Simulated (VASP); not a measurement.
# Co3Si2 (P-3m1) in VASP: further runs

Runs on Co3Si2. Level: PBE. Tasks: single point, relaxation of cell and atoms.

All numbers are computed with VASP 6.6.1; they aren't measurements. Logs are shortened: lines on timing, memory, paths and dates and some standing lists are left out, and cuts for length are marked.

### 1 The cell of the first run

The structure is trigonal, space group P-3m1 (No. 164). The conventional cell has a = 3.516 Å, b = 3.516 Å, c = 5.470 Å, α = 90.00°, β = 90.00°, γ = 120.00°. Within 3.2 Å of Co (site symmetry -3m) lie 6 Si at 2.43 Å and 6 Co at 2.81 Å. Within 2.9 Å of Co (site symmetry 3m) lie 4 Si at 2.12 to 2.19 Å and 6 Co at 2.58 to 2.81 Å. Si (site symmetry 3m) has 7 Co at 2.12 to 2.43 Å within 2.8 Å.

### 2 Single point, PBE, collinear spin, ferromagnetic start

INCAR

```
SYSTEM = Co3Si2
  PREC = Accurate
  ENCUT = 520
  EDIFF = 1E-6
  ISMEAR = 0
  SIGMA = 0.1
  LREAL = .False.
  LASPH = .True.
  NELM = 150
  ALGO = Fast
  ISIF = 2
  LWAVE = .False.
  LCHARG = .True.
  ISPIN = 2
  MAGMOM = 3 3 3 0 0
  LORBIT = 11
  LMAXMIX = 4
  GGA = PE
  LELF = .True.
  LVHAR = .True.
  NBANDS = 30
```

KPOINTS

```
regular mesh
0
Gamma
  6 6 4
  0 0 0
```

POSCAR

```
Co3Si2
1.0
    3.5155466854      0.0000000000      0.0000000000
   -1.7577733427      3.0445527377      0.0000000000
    0.0000000000      0.0000000000      5.4696195892
Co Si
3 2
Direct
    0.0000000000      0.0000000000      0.0000000000
    0.3333333333      0.6666666667      0.6450000000
    0.6666666667      0.3333333333      0.3550000000
    0.3333333333      0.6666666667      0.2450000000
    0.6666666667      0.3333333333      0.7550000000
```

Potentials or basis: VASP PAW PBE potentials, release 64 (Co, Si).

Command:

```sh
$ cat potpaw_PBE.64/Co/POTCAR potpaw_PBE.64/Si/POTCAR > POTCAR
$ mpirun -np 1 vasp_std > vasp.out
```

OUTCAR:

```text
SYSTEM = Co3Si2
   PREC = Accurate
   ENCUT = 520
   EDIFF = 1E-6
   ISMEAR = 0
   LREAL = .False.
   LASPH = .True.
   NELM = 150
   ISIF = 2
   ISPIN = 2
   LORBIT = 11
   GGA = PE

 ion  position               nearest neighbor table
   1  0.000  0.000  0.000-   4 2.43   5 2.43   4 2.43   5 2.43   5 2.43   4 2.43   2 2.81   3 2.81
                             2 2.81   3 2.81   2 2.81   3 2.81
   2  0.333  0.667  0.645-   5 2.12   5 2.12   5 2.12   4 2.19   3 2.58   3 2.58   3 2.58   1 2.81
                             1 2.81   1 2.81
   3  0.667  0.333  0.355-   4 2.12   4 2.12   4 2.12   5 2.19   2 2.58   2 2.58   2 2.58   1 2.81
                             1 2.81   1 2.81
   4  0.333  0.667  0.245-   3 2.12   3 2.12   3 2.12   2 2.19   1 2.43   1 2.43   1 2.43
   5  0.667  0.333  0.755-   2 2.12   2 2.12   2 2.12   3 2.19   1 2.43   1 2.43   1 2.43

  LATTYP: Found a hexagonal cell.
 ALAT       =     3.5155466854
 C/A-ratio  =     1.5558375634

  Lattice vectors:

 A1 = (   3.5155466854,   0.0000000000,   0.0000000000)
 A2 = (  -1.7577733427,   3.0445527377,   0.0000000000)
 A3 = (   0.0000000000,   0.0000000000,   5.4696195892)

Analysis of symmetry for initial positions (statically):
=====================================================================
 Subroutine PRICEL returns:
 Original cell was already a primitive cell.

 Routine SETGRP: Setting up the symmetry group for a
 hexagonal supercell.

 Subroutine GETGRP returns: Found 12 space group operations
 (whereof 12 operations were pure point group operations)
 out of a pool of 24 trial point group operations.

The static configuration has the point symmetry D_3d.

Analysis of symmetry for dynamics (positions and initial velocities):
=====================================================================
 Subroutine PRICEL returns:
 Original cell was already a primitive cell.

 Routine SETGRP: Setting up the symmetry group for a
 hexagonal supercell.

 Subroutine GETGRP returns: Found 12 space group operations
 (whereof 12 operations were pure point group operations)
 out of a pool of 24 trial point group operations.

The dynamic configuration has the point symmetry D_3d.

Analysis of structural, dynamic, and magnetic symmetry:
=====================================================================
 Subroutine PRICEL returns:
 Original cell was already a primitive cell.

[... 141 lines left out ...]
   LEPSILON=     F    determine dielectric tensor
   LRPA    =     F    only Hartree local field effects (RPA)
 spin polarized calculation
 RMM-DIIS sequential band-by-band and
 Gauss-broadening in eV      SIGMA  =   0.10
  energy-cutoff  :      520.00
  volume of cell :       58.54
 maximum number of plane-waves:      1616
 NGX is ok and might be reduce to    28
   NGX = 13   NGY = 13   NGZ = 21

 number of electron      35.0000006 magnetization       0.0015226

 Free energy of the ion-electron system (eV)
  ---------------------------------------------------
  ext. energy  EPLUGINS =         0.00000000
  ---------------------------------------------------
  free energy    TOTEN  =       -32.69870540 eV

  energy without entropy =      -32.67450347  energy(sigma->0) =      -32.68660443

 E-fermi :  10.0787     XC(G=0): -12.4298

 val. band max:       10.0652353432   @ k =   0.1667   0.1667   0.0000
 cond. band min:      10.0798314951   @ k =   0.0000   0.3333   0.2500
 fundamental gap:      0.0145961519
 Fermi energy:        10.0787095497

 spin component 1

 k-point     1 :       0.0000    0.0000    0.0000
  band No.  band energies     occupation
      1      -1.6230      1.00000
      2       1.7749      1.00000
      3       4.0876      1.00000
      4       6.5921      1.00000
      5       6.5921      1.00000
      6       6.7321      1.00000
[... 757 lines left out ...]
     28      21.5128      0.00000
     29      21.5131      0.00000
 Fermi energy:        10.0787095497

 spin component 2

 k-point     1 :       0.0000    0.0000    0.0000
  band No.  band energies     occupation
      1      -1.6231      1.00000
      2       1.7748      1.00000
      3       4.0876      1.00000
      4       6.5924      1.00000
      5       6.5924      1.00000
      6       6.7324      1.00000
[... 757 lines left out ...]
     28      21.5128      0.00000
     29      21.5130      0.00000
 [bands above 29 left out]

------------------------ aborting loop because EDIFF is reached ----------------------------------------

  FORCE on cell =-STRESS in cart. coord.  units (eV):
  Direction    XX          YY          ZZ          XY          YZ          ZX
  --------------------------------------------------------------------------------------
  -------------------------------------------------------------------------------------
  Total        6.8042977      6.8042977      0.1874604      0.0000000      0.0000000      0.0000000
  in kB      186.2174575    186.2174575      5.1303465      0.0000000      0.0000000      0.0000000
  external PRESSURE =     125.8550872 kB  Pullay stress =       0.0000000 kB

 VOLUME and BASIS-vectors are now :
 -----------------------------------------------------------------------------
  energy-cutoff  :      520.00
  volume of cell :       58.54
      direct lattice vectors                 reciprocal lattice vectors
     3.515546685  0.000000000  0.000000000     0.284450781  0.164227735  0.000000000
    -1.757773343  3.044552738  0.000000000     0.000000000  0.328455470  0.000000000
     0.000000000  0.000000000  5.469619589     0.000000000  0.000000000  0.182828071

 POSITION                                       TOTAL-FORCE (eV/Angst)
 -----------------------------------------------------------------------------------
      0.00000      0.00000      0.00000        -0.000000      0.000000      0.000000
     -0.00000      2.02970      3.52790        -0.000000     -0.000000      0.874775
      1.75777      1.01485      1.94171        -0.000000     -0.000000     -0.874775
     -0.00000      2.02970      1.34006         0.000000     -0.000000     -2.364736
      1.75777      1.01485      4.12956        -0.000000      0.000000      2.364736
 -----------------------------------------------------------------------------------
    total drift:                                0.000000      0.000000      0.000000

  FREE ENERGIE OF THE ION-ELECTRON SYSTEM (eV)
  ---------------------------------------------------
  free  energy   TOTEN  =       -32.6987053950 eV

  energy  without entropy=      -32.6745034657  energy(sigma->0) =      -32.68660443

 total charge

# of ion       s       p       d       tot
------------------------------------------
    1        0.393   0.456   7.457   8.306
    2        0.512   0.613   7.624   8.749
    3        0.512   0.613   7.624   8.749
    4        0.790   0.962   0.000   1.752
    5        0.790   0.962   0.000   1.752
--------------------------------------------------
tot          2.997   3.607  22.705  29.308

 magnetization (x)

# of ion       s       p       d       tot
------------------------------------------
    1       -0.000  -0.000   0.001   0.001
    2       -0.000  -0.000   0.000   0.000
    3       -0.000  -0.000   0.000   0.000
    4       -0.000  -0.000   0.000  -0.000
    5       -0.000  -0.000   0.000  -0.000
--------------------------------------------------
tot         -0.000  -0.000   0.002   0.002
```

OSZICAR:

```text
N       E                     dE             d eps       ncg     rms          rms(c)
DAV:   1     0.228441111355E+03    0.22844E+03   -0.14956E+04  2880   0.137E+03
DAV:   2    -0.196563424738E+02   -0.24810E+03   -0.23134E+03  2904   0.294E+02
DAV:   3    -0.354485545229E+02   -0.15792E+02   -0.15062E+02  3292   0.907E+01
[... 15 lines left out ...]
RMM:  19    -0.326986758822E+02   -0.35495E-04   -0.47887E-05  3540   0.421E-02    0.203E-02
RMM:  20    -0.326986856022E+02   -0.97200E-05   -0.12186E-05  3269   0.199E-02    0.156E-02
RMM:  21    -0.326987018289E+02   -0.16227E-04   -0.44345E-05  4209   0.399E-02    0.871E-03
RMM:  22    -0.326987049723E+02   -0.31434E-05   -0.11059E-05  3363   0.236E-02    0.516E-03
RMM:  23    -0.326987053950E+02   -0.42274E-06   -0.35662E-06  2719   0.100E-02
   1 F= -.32698705E+02 E0= -.32686604E+02  d E =-.242019E-01  mag=     0.0002
```

Wall time 3.7 min (1 thread of Intel Xeon 8259CL, shared host); peak memory 0.24 GiB.

Results:

- Free energy: -32.6987 eV
- Pressure: 12.6 GPa
- Largest force: 2.365 eV/Å
- Net moment: 0.00 μB per cell
- Valence electrons inside the program's atomic spheres: Co 8.31, 8.75 (each value once); Si 1.75

Forces in eV/Å, atoms in the order of the input:
```
Co   0.000  0.000  0.000
Co   0.000  0.000  0.875
Co   0.000  0.000 -0.875
Si   0.000  0.000 -2.365
Si   0.000  0.000  2.365
```

Levels at points of the mesh, in eV from the Fermi level:
Spin up:
```csv
k point,band 15,band 16,band 17,band 18,band 19,band 20,band 21,band 22
"(0.00, 0.00, 0.00)",-0.83,-0.68,-0.68,-0.53,4.87,4.87,5.38,5.43
"(0.50, 0.00, 0.00)",-0.96,-0.82,-0.65,-0.14,0.04,1.34,1.37,2.67
"(0.00, 0.00, 0.50)",-1.08,-0.96,0.05,0.05,4.25,4.81,4.81,5.98
"(0.50, 0.00, 0.50)",-0.89,-0.78,-0.76,-0.59,0.71,2.20,2.60,4.03
```
Spin down:
```csv
k point,band 16,band 17,band 18,band 19,band 20,band 21
"(0.00, 0.00, 0.00)",-0.68,-0.68,-0.53,4.87,4.87,5.38
"(0.50, 0.00, 0.00)",-0.82,-0.65,-0.14,0.04,1.34,1.37
"(0.00, 0.00, 0.50)",-0.96,0.05,0.05,4.25,4.81,4.81
"(0.50, 0.00, 0.50)",-0.78,-0.76,-0.59,0.71,2.20,2.60
```

Caveat: the cell stands under pressure; forces of over 1 eV/Å act on the atoms, so gaps and moduli don't describe the material at rest.

### 3 Relaxation of cell and atoms, PBE

This run uses another cell than the first one, of 11.60 Å³/atom.

INCAR

```
SYSTEM = Co3Si2
PREC = Accurate
ENCUT = 600
EDIFF = 1E-7
ISMEAR = 0
SIGMA = 0.1
LREAL = .False.
LASPH = .True.
NELM = 100
ALGO = Fast
ISIF = 3
LWAVE = .False.
LCHARG = .False.
GGA = PE
IBRION = 2
NSW = 100
EDIFFG = -0.01
```

KPOINTS

```
Automatic mesh
0
Gamma
  12 12 8
  0 0 0
```

POSCAR

```
Co3Si2
1.0
    3.7666838455      0.0000000000      0.0000000000
   -1.8833419228      3.2620438983      0.0000000000
    0.0000000000      0.0000000000      4.7206751093
Co Si
3 2
Direct
    0.0000000000      0.0000000000      0.0000000000
    0.3333333333      0.6666666667      0.6702913388
    0.6666666667      0.3333333333      0.3297086612
    0.3333333333      0.6666666667      0.1878224798
    0.6666666667      0.3333333333      0.8121775202
```

Potentials or basis: VASP PAW PBE potentials, release 64 (Co, Si).

Command:

```sh
$ cat potpaw_PBE.64/Co/POTCAR potpaw_PBE.64/Si/POTCAR > POTCAR
$ mpirun -np 1 vasp_std > vasp.out
```

OUTCAR:

```text
SYSTEM = Co3Si2
   PREC = Accurate
   ENCUT = 600
   EDIFF = 1E-7
   ISMEAR = 0
   LREAL = .False.
   LASPH = .True.
   NELM = 100
   ISIF = 3
   GGA = PE
   IBRION = 2
   NSW = 100
   EDIFFG = -0.01

 ion  position               nearest neighbor table
   1  0.000  0.000  0.000-   4 2.35   5 2.35   5 2.35   4 2.35   5 2.35   4 2.35   2 2.67   3 2.67
                             2 2.67   3 2.67   3 2.67   2 2.67
   2  0.333  0.667  0.670-   5 2.28   5 2.28   5 2.28   4 2.28   4 2.44   1 2.67   1 2.67   1 2.67
                             3 2.70   3 2.70   3 2.70
   3  0.667  0.333  0.330-   4 2.28   4 2.28   4 2.28   5 2.28   5 2.44   1 2.67   1 2.67   1 2.67
                             2 2.70   2 2.70   2 2.70
   4  0.333  0.667  0.188-   3 2.28   3 2.28   3 2.28   2 2.28   1 2.35   1 2.35   1 2.35   2 2.44
                             5 2.81   5 2.81   5 2.81
   5  0.667  0.333  0.812-   2 2.28   2 2.28   2 2.28   3 2.28   1 2.35   1 2.35   1 2.35   3 2.44
                             4 2.81   4 2.81   4 2.81

  LATTYP: Found a hexagonal cell.
 ALAT       =     3.7666838455
 C/A-ratio  =     1.2532708618

  Lattice vectors:

 A1 = (   3.7666838455,   0.0000000000,   0.0000000000)
 A2 = (  -1.8833419228,   3.2620438983,   0.0000000000)
 A3 = (   0.0000000000,   0.0000000000,   4.7206751093)

Analysis of symmetry for initial positions (statically):
=====================================================================
 Subroutine PRICEL returns:
 Original cell was already a primitive cell.

 Routine SETGRP: Setting up the symmetry group for a
 hexagonal supercell.

 Subroutine GETGRP returns: Found 12 space group operations
 (whereof 12 operations were pure point group operations)
 out of a pool of 24 trial point group operations.

The static configuration has the point symmetry D_3d.

Analysis of symmetry for dynamics (positions and initial velocities):
=====================================================================
 Subroutine PRICEL returns:
 Original cell was already a primitive cell.

 Routine SETGRP: Setting up the symmetry group for a
 hexagonal supercell.

[... 140 lines left out ...]
   LRPA    =     F    only Hartree local field effects (RPA)
 conjugate gradient relaxation of ions
 non-spin polarized calculation
 RMM-DIIS sequential band-by-band and
 Gauss-broadening in eV      SIGMA  =   0.10
  energy-cutoff  :      600.00
  volume of cell :       58.00
 maximum number of plane-waves:      1962
   NGX = 15   NGY = 15   NGZ = 19

--------------------------------------- Ionic step        1  -------------------------------------------

 number of electron      35.0000016 magnetization

 Free energy of the ion-electron system (eV)
  ---------------------------------------------------
  ext. energy  EPLUGINS =         0.00000000
  ---------------------------------------------------
  free energy    TOTEN  =       -34.06787058 eV

  energy without entropy =      -34.05834464  energy(sigma->0) =      -34.06310761

------------------------ aborting loop because EDIFF is reached ----------------------------------------

  FORCE on cell =-STRESS in cart. coord.  units (eV):
  Direction    XX          YY          ZZ          XY          YZ          ZX
  --------------------------------------------------------------------------------------
  -------------------------------------------------------------------------------------
  Total        0.0956262      0.0956262     -0.1546500     -0.0000000      0.0000000     -0.0000000
  in kB        2.6414004      2.6414004     -4.2717656     -0.0000000      0.0000000     -0.0000000
  external PRESSURE =       0.3370117 kB  Pullay stress =       0.0000000 kB
[... 143 lines left out ...]
--------------------------------------- Ionic step        5  -------------------------------------------

 number of electron      35.0000016 magnetization

 Free energy of the ion-electron system (eV)
  ---------------------------------------------------
  ext. energy  EPLUGINS =         0.00000000
  ---------------------------------------------------
  free energy    TOTEN  =       -34.06815046 eV

  energy without entropy =      -34.05865979  energy(sigma->0) =      -34.06340512

 E-fermi :  10.2883     XC(G=0): -12.4876

 val. band max:       10.2883027116   @ k =   0.0000   0.2500   0.1250
 cond. band min:      10.2894219380   @ k =   0.1667   0.0000   0.0000
 fundamental gap:      0.0011192264
 Fermi energy:        10.2883123065

 k-point     1 :       0.0000    0.0000    0.0000
  band No.  band energies     occupation
      1      -2.1208      2.00000
      2       3.3752      2.00000
      3       4.9507      2.00000
      4       5.9372      2.00000
      5       5.9372      2.00000
      6       7.3067      2.00000
[... 565 lines left out ...]
     20      12.0002      0.00000
     21      13.6612      0.00000

 [... further k-points ...]

------------------------ aborting loop because EDIFF is reached ----------------------------------------

  FORCE on cell =-STRESS in cart. coord.  units (eV):
  Direction    XX          YY          ZZ          XY          YZ          ZX
  --------------------------------------------------------------------------------------
  -------------------------------------------------------------------------------------
  Total        0.0158988      0.0158988      0.0293387     -0.0000000     -0.0000000     -0.0000000
  in kB        0.4391964      0.4391964      0.8104677     -0.0000000     -0.0000000     -0.0000000
  external PRESSURE =       0.5629535 kB  Pullay stress =       0.0000000 kB
[... 20 lines left out ...]
  FREE ENERGIE OF THE ION-ELECTRON SYSTEM (eV)
  ---------------------------------------------------
  free  energy   TOTEN  =       -34.0681504576 eV

  energy  without entropy=      -34.0586597878  energy(sigma->0) =      -34.06340512

 reached required accuracy - stopping structural energy minimisation
```

CONTCAR:

```text
Co3Si2
   1.00000000000000
     3.7702902964653946   -0.0000000000000552   -0.0000000000000000
    -1.8851451482827932    3.2651671764537706   -0.0000000000000000
     0.0000000000000000   -0.0000000000000000    4.7112389913515988
  Co              Si
     3     2
Direct
     0.0000000000000000    1.0000000000000000    0.0000000000000000
     0.3333333332999970    0.6666666667000030    0.6706328809293879
     0.6666666667000030    0.3333333332999970    0.3293671190706121
     0.3333333332999970    0.6666666667000030    0.1879631938231706
     0.6666666667000030    0.3333333332999970    0.8120368061768295

  0.00000000E+00  0.00000000E+00  0.00000000E+00
  0.00000000E+00  0.00000000E+00  0.00000000E+00
  0.00000000E+00  0.00000000E+00  0.00000000E+00
  0.00000000E+00  0.00000000E+00  0.00000000E+00
  0.00000000E+00  0.00000000E+00  0.00000000E+00
```

Wall time 16 min (1 thread of Intel Xeon 8259CL, shared host); peak memory 0.32 GiB.

What came out:

- Free energy: -34.0682 eV
- Energy gained by relaxing: 0.1 meV/atom
- Ionic steps: 5
- Pressure after relaxing: 0.1 GPa
- Largest force after relaxing: 0.008 eV/Å
- Band gap on the k mesh: zero (an odd number of electrons rules out a gap without spin polarisation)

Forces on the atoms (eV/Å):
```
Co   0.000  0.000  0.000
Co   0.000  0.000  0.008
Co   0.000  0.000 -0.008
Si   0.000  0.000 -0.001
Si   0.000  0.000  0.001
```

Step by step:
| step | energy change (eV) | largest force (eV/Å) | pressure (GPa) | volume (Å³) |
| --- | --- | --- | --- | --- |
| 1 | 0.0000 | 0.0159 | 0.03 | 58.00 |
| 2 | -0.0003 | 0.0196 | -0.04 | 58.02 |
| 3 | -0.0003 | 0.0201 | -0.08 | 58.03 |
| 4 | -0.0003 | 0.0006 | 0.12 | 57.98 |
| 5 | -0.0003 | 0.0078 | 0.06 | 58.00 |

Final structure:
```
CELL_PARAMETERS angstrom
3.77029 0.00000 0.00000
-1.88515 3.26517 0.00000
0.00000 0.00000 4.71124
ATOMIC_POSITIONS crystal
Co 0.00000 0.00000 0.00000
Co 0.33333 0.66667 0.67063
Co 0.66667 0.33333 0.32937
Si 0.33333 0.66667 0.18796
Si 0.66667 0.33333 0.81204
```

Caveat: the run has no spin polarisation, though such a crystal can be magnetic. Spin polarisation is off, so any magnetic state and its effect on volume and gap are missing.
